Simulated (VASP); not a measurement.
Set up this calculation in VASP 6.6.1, as the native input.

* Task: relaxation of cell and atoms
* Functional: PBEsol
* Dispersion: D3(BJ)
* Potentials or basis: VASP PAW PBE potentials, release 64 (K_sv, Cl)
* Cutoff: 600 eV
* k mesh: 7 × 7 × 7
* Occupations: fermi-dirac, width 0.05 eV
* Spin: no spin polarisation
* Dipole correction: no
* Further INCAR settings: ALGO = Normal; EDIFF = 1e-07; IBRION = 2; EDIFFG = -0.01; NSW = 60; ISIF = 3

The structure of KCl (Sylvite) lies in POSCAR:

```
KCl
1.0
    0.0000000000      3.1464700000      3.1464700000
    3.1464700000      0.0000000000      3.1464700000
    3.1464700000      3.1464700000      0.0000000000
K Cl
1 1
Direct
    0.0000000000      0.0000000000      0.0000000000
    0.5000000000      0.5000000000      0.5000000000
```

One way to write it, as run:

INCAR

```
SYSTEM = KCl
ALGO = Normal
EDIFF = 1E-7
EDIFFG = -0.01
ENCUT = 600
GGA = PS
IBRION = 2
ISIF = 3
ISMEAR = -1
IVDW = 12
LASPH = .TRUE.
LCHARG = .FALSE.
LREAL = .FALSE.
LWAVE = .FALSE.
NELM = 100
NSW = 60
PREC = Accurate
SIGMA = 0.05
```

KPOINTS

```
k-points
0
G
  7 7 7
  0 0 0
```

Potentials or basis: VASP PAW PBE potentials, release 64 (K_sv, Cl).

The run is started by

```sh
$ cat potpaw_PBE.64/K_sv/POTCAR potpaw_PBE.64/Cl/POTCAR > POTCAR
$ mpirun -np 1 vasp_std > vasp.out
```

It gave:

```json
{
  "Relaxed volume": "28.91 Å³/atom",
  "Relaxed cell": "a = 4.341 Å, b = 4.341 Å, c = 4.341 Å, α = 60.00°, β = 60.00°, γ = 60.00°",
  "Space group after relaxing (to 0.05 Å)": "Fm-3m (No. 225)",
  "Energy gained by relaxing": "10.1 meV/atom",
  "Ionic steps": "4",
  "Pressure after relaxing": "0.0 GPa",
  "Band gap on the k mesh": "5.27 eV, direct",
  "Dispersion energy per atom": "-0.202 eV"
}
```

Caveat: the PAW data sets were made with another functional, which shifts forces and pressure a little.

It took 35 s on 1 thread of Intel(R) Xeon(R) 6975P-C (Granite Rapids), with other jobs on the host, peak memory 0.23 GiB.
